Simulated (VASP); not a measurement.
Runs of VASP 6.6.1 on GaN. The structure is that of space group P6_3/mmc (No. 194), or close to it. The cells are those of the table. 

```tsv
level	cell	gap on the mesh (eV)	pressure (GPa)
r2SCAN	a = 2.937, b = 2.937, c = 4.982 Å, angles 90.0, 90.0, 120.0°, 4 atoms	2.08	8.9
PBE	a = 2.944, b = 2.944, c = 4.991 Å, angles 90.0, 90.0, 120.0°, 4 atoms	1.48	15.0
r2SCAN	a = 2.997, b = 2.997, c = 5.083 Å, angles 90.0, 90.0, 120.0°, 4 atoms	(a)	-5.4
PBE	a = 3.064, b = 3.064, c = 5.195 Å, angles 90.0, 90.0, 120.0°, 4 atoms	0.64	-9.5
r2SCAN	a = 3.025, b = 3.025, c = 5.132 Å, angles 90.0, 90.0, 120.0°, 4 atoms	1.49	(b)
```

Alike in all rows: task single point; potentials or basis VASP PAW PBE potentials, release 64 (Ga_d, N); no spin polarisation; k mesh 9 × 9 × 4; cutoff (eV) 520; smearing gaussian 0.01 eV.

Q: Estimate the missing entries.

A: (a) 1.70; (b) -11.1.

Caveats: an odd mesh through Γ misses points on the zone boundary, where band edges can lie; the PAW data sets were made with another functional, which shifts forces and pressure a little (at least some runs); the cell stands under tension (at least some runs); the cell stands under pressure (at least some runs).

A k mesh can miss the band edges, and the runs leave out spin-orbit coupling on Ga.
